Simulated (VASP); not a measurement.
PrBe3Si: single point with PBE

PrBe3Si:

```
Pr Be Si
1.0
     5.00660    0.00000    0.00000
    -2.50330    4.33584    0.00000
     0.00000    0.00000    7.34915
Pr Be Si
2 6 2
Direct
  0.00000 0.00000 0.27528
  0.00000 0.00000 0.77528
  0.49996 0.50007 0.52530
  0.49993 0.99989 0.52530
  0.00011 0.50004 0.52530
  0.50004 0.49993 0.02530
  0.50007 0.00011 0.02530
  0.99989 0.49996 0.02530
  0.33333 0.66667 0.77535
  0.66667 0.33333 0.27535
```

```
Program                : VASP 6.6.1
Task                   : single point
Functional             : PBE
Potentials or basis    : VASP PAW PBE potentials, release 64 (Pr, Be, Si)
Cutoff                 : 600 eV
k mesh                 : 3 × 3 × 3
Occupations            : gaussian, width 0.2 eV
Spin                   : no spin polarisation
Dipole correction      : no
Further INCAR settings : ALGO = Normal; EDIFF = 1e-06; NBANDS = 34
```

```yaml
Pressure: -4.8 GPa
Band_gap_on_the_k_mesh: zero (band 23 reaches 5.68 eV, above the bottom of band 24 at 5.47 eV)
```

Stress tensor (GPa, compression positive):
```
-5.07  0.00  0.00
 0.00 -5.07  0.00
 0.00  0.00 -4.11
```

Levels at points of the mesh, in eV from the Fermi level:
```
           k point  band 20  band 21  band 22  band 23  band 24  band 25
(0.00, 0.00, 0.00)    -1.54    -0.17    -0.17    -0.11    -0.11     0.12
```

Wall time 3.5 min on 1 thread of Intel Xeon 8259CL (shared host), peak memory 0.32 GiB.

Caveat: the k points lie up to 0.48 Å⁻¹ apart; spin-orbit coupling is left out, which moves the levels of the heavy elements; without U or exact exchange the open f shell lies at the Fermi level, which spoils levels, moments and volumes. Spin polarisation is off, so any magnetic state and its effect on volume and gap are missing.
